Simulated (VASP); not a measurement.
Set up this calculation in VASP 6.6.1, as the native input.

| Property | Result |
| --- | --- |
| Task | single point |
| Functional | PBEsol |
| Potentials or basis | VASP PAW PBE potentials, release 64 (Sb) |
| Cutoff | 520 eV |
| k mesh | 12 × 12 × 12 |
| Occupations | fermi-dirac, width 0.05 eV |
| Spin | no spin polarisation |
| Dipole correction | no |
| Further INCAR settings | ALGO = Normal; EDIFF = 1e-06; NBANDS = 8 |

The structure of Sb lies in POSCAR:

```
Sb
1.0
   -1.5659590577      1.5659590577      2.6937369538
    1.5659590577     -1.5659590577      2.6937369538
    1.5659590577      1.5659590577     -2.6937369538
Sb
1
Direct
    0.0000000000      0.0000000000      0.0000000000
```

This cell differs from its parent crystal: volume scaled by 0.98.

These files were run (other wordings do the same):

INCAR

```
SYSTEM = Sb
PREC     = Accurate       ! precision mode
ENCUT    = 520            ! plane-wave cutoff, eV
EDIFF    = 1E-6           ! SCF threshold, eV
ISMEAR   = -1             ! smearing method
SIGMA    = 0.05           ! smearing width, eV
LREAL    = .FALSE.        ! projectors in reciprocal space
LASPH    = .TRUE.         ! aspherical terms in the spheres
NELM     = 80             ! most SCF steps
ALGO     = Normal         ! electronic algorithm
ISIF     = 2              ! what is computed and relaxed
LWAVE    = .FALSE.        ! write WAVECAR
LCHARG   = .TRUE.         ! write CHGCAR
GGA      = PS             ! functional
LELF     = .TRUE.         ! ELF
LVHAR    = .TRUE.       
NBANDS   = 8              ! bands
```

KPOINTS

```
regular mesh
0
G
  12 12 12
  0 0 0
```

Potentials or basis: VASP PAW PBE potentials, release 64 (Sb).

Launch:

```sh
$ cat potpaw_PBE.64/Sb/POTCAR > POTCAR
$ mpirun -np 1 vasp_std > vasp.out
```

It gave:

* Pressure: 0.1 GPa

Caveat: the PAW data sets were made with another functional, which shifts forces and pressure a little.

Run time: 29 s on 1 thread of Intel(R) Xeon(R) Platinum 8488C (Sapphire Rapids), on a shared host, peak memory 0.18 GiB.
